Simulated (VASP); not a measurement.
## TiAl: relaxation of cell and atoms with PBE

Crystal: TiAl.

```
Ti Al
1.0
     2.80355    0.00000    0.00000
     0.00000    2.80355    0.00000
     0.00000    0.00000    4.05213
Ti Al
1 1
Direct
  0.50000 0.50000 0.50000
  0.00000 0.00000 0.00000
```

```yaml
Program: VASP 6.6.1
Task: relaxation of cell and atoms
Functional: PBE
Potentials_or_basis: VASP PAW PBE potentials, release 64 (Ti_sv, Al)
Cutoff: 600 eV
k_mesh: 14 × 14 × 10
Occupations: gaussian, width 0.1 eV
Spin: no spin polarisation
Target_pressure: 2 GPa
Dipole_correction: no
Further_INCAR_settings: ALGO = Normal; EDIFF = 1e-06; IBRION = 2; EDIFFG = -0.008; NSW = 70; ISIF = 3
```

* Relaxed volume: 15.95 Å³/atom
* Relaxed cell: a = 2.805 Å, b = 2.805 Å, c = 4.054 Å, α = 90.00°, β = 90.00°, γ = 90.00°
* Space group after relaxing (to 0.1 Å): P4/mmm (No. 123)
* Energy change on relaxing (the run minimises the enthalpy): -0.4 meV/atom
* Ionic steps: 3
* Pressure after relaxing: 2.0 GPa
* Band gap on the k mesh: zero (an odd number of electrons rules out a gap without spin polarisation)

Step by step:
| step | energy change (eV) | largest force (eV/Å) | pressure (GPa) | volume (Å³) |
| --- | --- | --- | --- | --- |
| 1 | 0.0000 | 0.0000 | 2.20 | 31.85 |
| 2 | -0.0012 | 0.0000 | 1.89 | 31.94 |
| 3 | -0.0007 | 0.0000 | 1.99 | 31.90 |

Final structure:
```
CELL_PARAMETERS angstrom
2.80524 0.00000 0.00000
0.00000 2.80524 0.00000
0.00000 0.00000 4.05429
ATOMIC_POSITIONS crystal
Ti 0.50000 0.50000 0.50000
Al 0.00000 0.00000 0.00000
```

Levels at points of the mesh, in eV from the Fermi level:
| k point | band 5 | band 6 | band 7 | band 8 | band 9 | band 10 | band 11 |
| --- | --- | --- | --- | --- | --- | --- | --- |
| (0.00, 0.00, 0.00) | -9.13 | -1.91 | -0.87 | -0.38 | 2.20 | 2.20 | 3.37 |
| (0.50, 0.00, 0.00) | -4.59 | -4.57 | -1.75 | -0.27 | 1.77 | 2.56 | 4.41 |
| (0.50, 0.50, 0.00) | -3.23 | -0.46 | -0.46 | -0.43 | -0.23 | -0.23 | 4.28 |
| (0.00, 0.00, 0.50) | -7.64 | -5.31 | -0.70 | 0.62 | 1.84 | 1.84 | 3.38 |
| (0.50, 0.00, 0.50) | -4.96 | -2.98 | -1.21 | -1.14 | 1.37 | 1.82 | 2.34 |
| (0.50, 0.50, 0.50) | -2.57 | -2.30 | -2.30 | 1.86 | 2.16 | 2.70 | 4.25 |

Run time: 2.4 min on 1 thread of Intel Xeon 8259CL, with other jobs on the host, peak memory 0.24 GiB.

Caveat: the cell is relaxed towards a set pressure, so the run minimises the enthalpy, not the energy.
